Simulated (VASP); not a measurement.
# Zn3CdTe4 (P3m1) in VASP: density of states with PBE

Aim: the density of states of Zn3CdTe4 with PBE.

Everything below comes from runs of VASP 6.6.1. Logs are shortened: lines on timing, memory, paths and dates and some standing lists are left out, and cuts for length are marked.

### 1 The cell of the first run

The structure is trigonal, space group P3m1 (No. 156). Conventional cell: a = 4.432 Å, b = 4.432 Å, c = 14.649 Å, α = 90.00°, β = 90.00°, γ = 120.00°. Zn (site symmetry 3m) has 4 Te at 2.68 to 2.70 Å within 3.5 Å. Zn (site symmetry 3m) has 4 Te at 2.68 to 2.70 Å within 3.5 Å. Zn (site symmetry 3m) has 4 Te at 2.67 to 2.70 Å within 3.5 Å. Cd (site symmetry 3m) has 4 Te at 2.80 to 2.85 Å within 3.7 Å. Within 3.6 Å of Te (site symmetry 3m) lie 3 Zn at 2.70 Å and 1 Cd at 2.85 Å. Within 3.5 Å of Te (site symmetry 3m) lie 4 Zn at 2.68 to 2.70 Å. Within 3.5 Å of Te (site symmetry 3m) lie 4 Zn at 2.68 to 2.70 Å. Te (site symmetry 3m) has 1 Zn at 2.67 Å and 3 Cd at 2.80 Å within 3.5 Å.

### 2 Density of states, PBE

Input file POSCAR:

```
Zn3CdTe4
1.0
    4.4318828050      0.0000000000      0.0000000000
   -2.2159414025      3.8381230957      0.0000000000
    0.0000000000      0.0000000000     14.6492271000
Zn Cd Te
3 1 4
Direct
    0.3333333333      0.6666666667      0.5001730000
    0.6666666667      0.3333333333      0.2572110000
    0.6666666667      0.3333333333      0.7424750000
    0.3333333333      0.6666666667      0.0034490000
    0.3333333333      0.6666666667      0.1978140000
    0.3333333333      0.6666666667      0.6833560000
    0.6666666667      0.3333333333      0.4404490000
    0.6666666667      0.3333333333      0.9250730000
```

Input file INCAR.step1:

```
SYSTEM = Zn3CdTe4
PREC = Accurate ; ENCUT = 520
EDIFF = 1E-6 ; ISMEAR = 0
SIGMA = 0.02 ; LREAL = .FALSE.
LASPH = .TRUE. ; NELM = 80
ALGO = Normal ; ISIF = 2
LWAVE = .FALSE. ; LCHARG = .TRUE.
GGA = PE ; NBANDS = 46
```

Input file KPOINTS.step1:

```
regular mesh
0
G
  6 6 2
  0 0 0
```

Input file INCAR.step2:

```
SYSTEM = Zn3CdTe4
PREC = Accurate ; ENCUT = 520
EDIFF = 1E-6 ; ISMEAR = -5
SIGMA = 0.02 ; LREAL = .FALSE.
LASPH = .TRUE. ; NELM = 80
ALGO = Normal ; ISIF = 2
LWAVE = .FALSE. ; LCHARG = .FALSE.
GGA = PE ; LORBIT = 11
NBANDS = 46 ; NEDOS = 2001
ICHARG = 11
```

Input file KPOINTS.step2:

```
regular mesh
0
G
  9 9 3
  0 0 0
```

Potentials or basis: VASP PAW PBE potentials, release 64 (Zn, Cd, Te).

The run is started by

```sh
$ cat potpaw_PBE.64/Zn/POTCAR potpaw_PBE.64/Cd/POTCAR potpaw_PBE.64/Te/POTCAR > POTCAR
$ cp INCAR.step1 INCAR
$ cp KPOINTS.step1 KPOINTS
$ mpirun -np 1 vasp_std > vasp.out
$ cp INCAR.step2 INCAR
$ cp KPOINTS.step2 KPOINTS
$ mpirun -np 1 vasp_std > vasp.out
```

OUTCAR:

```text
SYSTEM = Zn3CdTe4
   PREC = Accurate
   ENCUT = 520
   EDIFF = 1E-6
   ISMEAR = -5
   LREAL = .FALSE.
   LASPH = .TRUE.
   NELM = 80
   ISIF = 2
   GGA = PE
   LORBIT = 11
   ICHARG = 11

 ion  position               nearest neighbor table
   1  0.333  0.667  0.500-   6 2.68   7 2.70   7 2.70   7 2.70
   2  0.667  0.333  0.257-   7 2.68   5 2.70   5 2.70   5 2.70
   3  0.667  0.333  0.742-   8 2.67   6 2.70   6 2.70   6 2.70
   4  0.333  0.667  0.003-   8 2.80   8 2.80   8 2.80   5 2.85
   5  0.333  0.667  0.198-   2 2.70   2 2.70   2 2.70   4 2.85
   6  0.333  0.667  0.683-   1 2.68   3 2.70   3 2.70   3 2.70
   7  0.667  0.333  0.440-   2 2.68   1 2.70   1 2.70   1 2.70
   8  0.667  0.333  0.925-   3 2.67   4 2.80   4 2.80   4 2.80

  LATTYP: Found a hexagonal cell.
 ALAT       =     4.4318828050
 C/A-ratio  =     3.3054184293

  Lattice vectors:

 A1 = (   4.4318828050,   0.0000000000,   0.0000000000)
 A2 = (  -2.2159414025,   3.8381230957,   0.0000000000)
 A3 = (   0.0000000000,   0.0000000000,  14.6492271000)

Analysis of symmetry for initial positions (statically):
=====================================================================
 Subroutine PRICEL returns:
 Original cell was already a primitive cell.

 Routine SETGRP: Setting up the symmetry group for a
 hexagonal supercell.

 Subroutine GETGRP returns: Found  6 space group operations
 (whereof  6 operations were pure point group operations)
 out of a pool of 24 trial point group operations.

The static configuration has the point symmetry C_3v.

Analysis of symmetry for dynamics (positions and initial velocities):
=====================================================================
 Subroutine PRICEL returns:
 Original cell was already a primitive cell.

 Routine SETGRP: Setting up the symmetry group for a
 hexagonal supercell.

 Subroutine GETGRP returns: Found  6 space group operations
 (whereof  6 operations were pure point group operations)
 out of a pool of 24 trial point group operations.

The dynamic configuration has the point symmetry C_3v.

 Subroutine INISYM returns: Found  6 space group operations
 (whereof  6 operations are pure point group operations),
 and found     1 'primitive' translations

----------------------------------------------------------------------------------------

                                     Primitive cell

  volume of cell :     249.1850

  direct lattice vectors                    reciprocal lattice vectors
     4.431882805  0.000000000  0.000000000     0.225637735  0.130272007  0.000000000
    -2.215941402  3.838123096  0.000000000     0.000000000  0.260544015  0.000000000
     0.000000000  0.000000000 14.649227100     0.000000000  0.000000000  0.068262987

  length of vectors
     4.431882805  4.431882805 14.649227100     0.260544015  0.260544015  0.068262987

  position of ions in fractional coordinates (direct lattice)
     0.333333333  0.666666667  0.500173000
     0.666666667  0.333333333  0.257211000
     0.666666667  0.333333333  0.742475000
     0.333333333  0.666666667  0.003449000
     0.333333333  0.666666667  0.197814000
     0.333333333  0.666666667  0.683356000
     0.666666667  0.333333333  0.440449000
     0.666666667  0.333333333  0.925073000

  ion indices of the primitive-cell ions
   primitive index   ion index
                 1           1
                 2           2
                 3           3
                 4           4
                 5           5
                 6           6
                 7           7
                 8           8

----------------------------------------------------------------------------------------

 KPOINTS: regular mesh

Automatic generation of k-mesh.
 Grid dimensions read from file:
 generate k-points for:    9    9    3

 Generating k-lattice:

  Cartesian coordinates                     Fractional coordinates (reciprocal lattice)
     0.025070859  0.014474667  0.000000000     0.111111111  0.000000000  0.000000000
     0.000000000  0.028949335  0.000000000     0.000000000  0.111111111  0.000000000
     0.000000000  0.000000000  0.022754329     0.000000000  0.000000000  0.333333333

  Length of vectors
     0.028949335  0.028949335  0.022754329

  Shift w.r.t. Gamma in fractional coordinates (k-lattice)
     0.000000000  0.000000000  0.000000000

 TETIRR: Found    321 inequivalent tetrahedra from     1458

 Subroutine IBZKPT returns following result:
 ===========================================

 Found     31 irreducible k-points:

 Following reciprocal coordinates:
            Coordinates               Weight
  0.000000  0.000000  0.000000      1.000000
  0.111111  0.000000  0.000000      6.000000
  0.222222  0.000000  0.000000      6.000000
  0.333333 -0.000000  0.000000      6.000000
  0.444444  0.000000  0.000000      6.000000
  0.111111  0.111111  0.000000      6.000000
[... 16 lines left out ...]
  0.222222  0.111111  0.333333     12.000000
 -0.111111  0.333333  0.333333     12.000000
 [... further k-points ...]
   k-points           NKPTS =     31   k-points in BZ     NKDIM =     31   number of bands    NBANDS=     46
   number of dos      NEDOS =   2001   number of ions     NIONS =      8
   total plane-waves  NPLWV = 145152
   dimension x,y,z NGX =    36 NGY =   36 NGZ =  112
   dimension x,y,z NGXF=    72 NGYF=   72 NGZF=  224
   ions per type =               3   1   4
   NGX,Y,Z   is equivalent  to a cutoff of  13.50, 13.50, 12.71 a.u.
   NGXF,Y,Z  is equivalent  to a cutoff of  27.01, 27.01, 25.42 a.u.
 SYSTEM =  Zn3CdTe4
   PREC   = accura    normal or accurate (medium, high low for compatibility)
   ISTART =      0    job   : 0-new  1-cont  2-samecut
   ICHARG =     11    charge: 1-file 2-atom 10-const
   ISPIN  =      1    spin polarized calculation?
   LNONCOLLINEAR =      F non collinear calculations
   LSORBIT =      F    spin-orbit coupling
   LASPH  =      T    aspherical Exc in radial PAW
   ENCUT  =  520.0 eV  38.22 Ry    6.18 a.u.   8.24  8.24 27.24*2*pi/ulx,y,z
   NELM   =     80;   NELMIN=  2; NELMDL=  0     # of ELM steps
   EDIFF  = 0.1E-05   stopping-criterion for ELM
   LREAL  =      F    real-space projection
   EDIFFG = 0.1E-04   stopping-criterion for IOM
   NSW    =      0    number of steps for IOM
   IBRION =     -1    ionic relax: 0-MD 1-quasi-New 2-CG
   NFREE  =      0    steps in history (QN), initial steepest desc. (CG)
   ISIF   =      2    stress and relaxation
   ISYM   =      2    0-nonsym 1-usesym 2-fastsym
   POTIM  = 0.5000    time-step for ionic-motion
   TEBEG  =    0.0;   TEEND  =   0.0 temperature during run
   PSTRESS=    0.0 pullay stress
   NELECT =      72.0000    total number of electrons
   NUPDOWN=      -1.0000    fix difference up-down
   EMIN   =  10.00;   EMAX   =-10.00  energy-range for DOS
   EFERMI =   0.00;   METHOD = LEGACY
   ISMEAR =    -5;   SIGMA  =   0.02  broadening in eV -4-tet -1-fermi 0-gaus
   EFERMI_NEDOS =   21; number of points for ismear=-14 and -15
   IALGO  =     38    algorithm
   IMIX   =      4    mixing-type and parameters
     AMIX     =   0.40;   BMIX     =  1.00
     AMIX_MAG =   1.60;   BMIX_MAG =  1.00
  volume/ion in A,a.u.               =      31.15       210.20
  Fermi-wavevector in a.u.,A,eV,Ry     =   1.082293  2.045238 15.937309  1.171359
  Thomas-Fermi vector in A             =   2.218331
   LORBIT       =     11    0 simple, 1 ext, 2 COOP (PROOUT), +10 PAW based schemes
   GGA     = PE    functional components
   LHFCALC =     F    Hartree Fock is set to
   AEXX    =    0.0000 exact exchange contribution
   IVDW    =     0    specifies the selected vdW correction
   LEPSILON=     F    determine dielectric tensor
   LRPA    =     F    only Hartree local field effects (RPA)
 non-spin polarized calculation
 Fermi weights with tetrahedron method with Bloechl corrections
  energy-cutoff  :      520.00
  volume of cell :      249.18
 maximum number of plane-waves:      6733
 NGX is ok and might be reduce to    36

 number of electron      71.9999977 magnetization

 Free energy of the ion-electron system (eV)
  ---------------------------------------------------
  ext. energy  EPLUGINS =         0.00000000
  ---------------------------------------------------
  free energy    TOTEN  =       -20.22012914 eV

  energy without entropy =      -20.22012914  energy(sigma->0) =      -20.22012914

 E-fermi :   2.6871     XC(G=0):  -8.6504

 val. band max:        2.6847382518   @ k =   0.0000   0.0000   0.0000
 cond. band min:       3.4545471374   @ k =   0.0000   0.0000   0.0000
 fundamental gap:      0.7698088856
 Fermi energy:         2.6871347193

 k-point     1 :       0.0000    0.0000    0.0000
  band No.  band energies     occupation
      1      -8.8354      2.00000
      2      -8.5589      2.00000
      3      -8.3911      2.00000
      4      -8.0969      2.00000
      5      -5.5917      2.00000
      6      -5.5917      2.00000
[... 38 lines left out ...]
     45       7.3559      0.00000
     46       7.6413      0.00000

 k-point     2 :       0.1111    0.0000    0.0000
  band No.  band energies     occupation
      1      -8.7719      2.00000
      2      -8.5049      2.00000
      3      -8.3453      2.00000
      4      -8.0660      2.00000
      5      -5.5822      2.00000
      6      -5.5692      2.00000
[... 38 lines left out ...]
     45       7.3930      0.00000
     46       7.6560      0.00000

 k-point     3 :       0.2222    0.0000    0.0000
  band No.  band energies     occupation
      1      -8.5974      2.00000
      2      -8.3611      2.00000
      3      -8.2269      2.00000
      4      -7.9905      2.00000
      5      -5.5600      2.00000
      6      -5.5123      2.00000
[... 1018 lines left out ...]
     45       7.6431      0.00000
     46       7.9393      0.00000

 k-point    24 :      -0.1111    0.3333    0.3333
  band No.  band energies     occupation
      1      -8.4286      2.00000
      2      -8.3015      2.00000
      3      -8.0712      2.00000
      4      -7.9616      2.00000
      5      -5.5502      2.00000
      6      -5.4718      2.00000
[... 38 lines left out ...]
     45       7.6190      0.00000
     46       7.8733      0.00000

 [... further k-points ...]
[... 5 lines left out ...]
  --------------------------------------------------------------------------------------
  -------------------------------------------------------------------------------------
  Total        0.0844795      0.0844795      0.1763776      0.0000000      0.0000000     -0.0000000
  in kB        0.5431754      0.5431754      1.1340501      0.0000000      0.0000000     -0.0000000
  external PRESSURE =       0.7401336 kB  Pullay stress =       0.0000000 kB

 VOLUME and BASIS-vectors are now :
 -----------------------------------------------------------------------------
  energy-cutoff  :      520.00
  volume of cell :      249.18
      direct lattice vectors                 reciprocal lattice vectors
     4.431882805  0.000000000  0.000000000     0.225637735  0.130272007  0.000000000
    -2.215941402  3.838123096  0.000000000     0.000000000  0.260544015  0.000000000
     0.000000000  0.000000000 14.649227100     0.000000000  0.000000000  0.068262987

 POSITION                                       TOTAL-FORCE (eV/Angst)
 -----------------------------------------------------------------------------------
     -0.00000      2.55875      7.32715        -0.000000      0.000000     -0.005030
      2.21594      1.27937      3.76794         0.000000     -0.000000     -0.004559
      2.21594      1.27937     10.87668         0.000000     -0.000000     -0.003513
     -0.00000      2.55875      0.05053        -0.000000      0.000000      0.002186
     -0.00000      2.55875      2.89782        -0.000000      0.000000      0.007980
     -0.00000      2.55875     10.01064        -0.000000      0.000000      0.003502
      2.21594      1.27937      6.45224        -0.000000      0.000000      0.005778
      2.21594      1.27937     13.55160        -0.000000      0.000000     -0.006343
 -----------------------------------------------------------------------------------
    total drift:                               -0.004368      0.002521      0.001193

  FREE ENERGIE OF THE ION-ELECTRON SYSTEM (eV)
  ---------------------------------------------------
  free  energy   TOTEN  =       -20.2201291383 eV

  energy  without entropy=      -20.2201291383  energy(sigma->0) =      -20.22012914

 total charge

# of ion       s       p       d       tot
------------------------------------------
    1        0.544   0.385   9.758  10.687
    2        0.544   0.384   9.759  10.687
    3        0.543   0.384   9.759  10.687
    4        0.470   0.315   9.531  10.316
    5        1.349   2.040   0.022   3.411
    6        1.348   2.044   0.024   3.416
    7        1.348   2.044   0.024   3.416
    8        1.350   2.065   0.022   3.438
--------------------------------------------------
tot          7.496   9.661  38.899  56.057
```

Run time: 3.1 min. Hardware: 1 thread of Intel Xeon 6975P-C (Granite Rapids), shared host; peak memory 0.55 GiB.

What came out:

| Item | Value |
| --- | --- |
| Valence electrons inside the program's atomic spheres | Zn 10.69; Cd 10.32; Te 3.41, 3.42, 3.44 |

Caveat: spin-orbit coupling is left out, which moves the levels of the heavy elements.
